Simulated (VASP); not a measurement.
A run of VASP 6.6.1:

File POSCAR:

```
BaTe
1.0
   -0.1893809527      3.4843013552      3.4843013552
    3.4843013552     -0.1893809527      3.4843013552
    3.4843013552      3.4843013552     -0.1893809527
Ba Te
1 1
Direct
    0.0000000000      0.0000000000      0.0000000000
    0.5000000000      0.5000000000      0.5000000000
```

File INCAR.step1:

```
ALGO     = Normal         # electronic algorithm
EDIFF    = 1E-5           # SCF threshold, eV
ENCUT    = 520            # plane-wave cutoff, eV
GGA      = PE             # functional
ISIF     = 2              # what is computed and relaxed
ISMEAR   = 0              # smearing method
LASPH    = T              # aspherical terms in the spheres
LREAL    = F              # projectors in reciprocal space
LWAVE    = T              # write WAVECAR
NBANDS   = 15             # bands
NELM     = 60             # most SCF steps
PREC     = Accurate       # precision mode
SIGMA    = 0.01           # smearing width, eV
```

Contents of INCAR.step2:

```
ALGO     = Normal         # electronic algorithm
EDIFF    = 1E-6           # SCF threshold, eV
ENCUT    = 520            # plane-wave cutoff, eV
GGA      = PE             # functional
HFSCREEN = 0.2079         # screening, 1/A
ISIF     = 2              # what is computed and relaxed
ISMEAR   = 0              # smearing method
ISTART   = 1            
LASPH    = T              # aspherical terms in the spheres
LCHARG   = T              # write CHGCAR
LELF     = T              # ELF
LHFCALC  = T              # exact exchange
LREAL    = F              # projectors in reciprocal space
LVHAR    = T            
LWAVE    = F              # write WAVECAR
NBANDS   = 15             # bands
NELM     = 60             # most SCF steps
PREC     = Accurate       # precision mode
PRECFOCK = Normal       
SIGMA    = 0.01           # smearing width, eV
```

KPOINTS

```
k-points
0
Gamma
  4 4 4
```

Potentials or basis: VASP PAW PBE potentials, release 64 (Ba_sv, Te).

Command:

```sh
$ cat potpaw_PBE.64/Ba_sv/POTCAR potpaw_PBE.64/Te/POTCAR > POTCAR
$ cp INCAR.step1 INCAR
$ mpirun -np 1 vasp_std > vasp.out
$ cp INCAR.step2 INCAR
$ mpirun -np 1 vasp_std > vasp.out
```

Hardware: 1 thread of Intel(R) Xeon(R) Platinum 8259CL CPU @ 2.50GHz (Skylake/Cascade Lake) (shared host).

Estimate the wall time of this run.

Wall time 15 min on 1 thread of Intel(R) Xeon(R) Platinum 8259CL CPU @ 2.50GHz (Skylake/Cascade Lake), on a shared host, peak memory 0.35 GiB. Counts: k points 13.
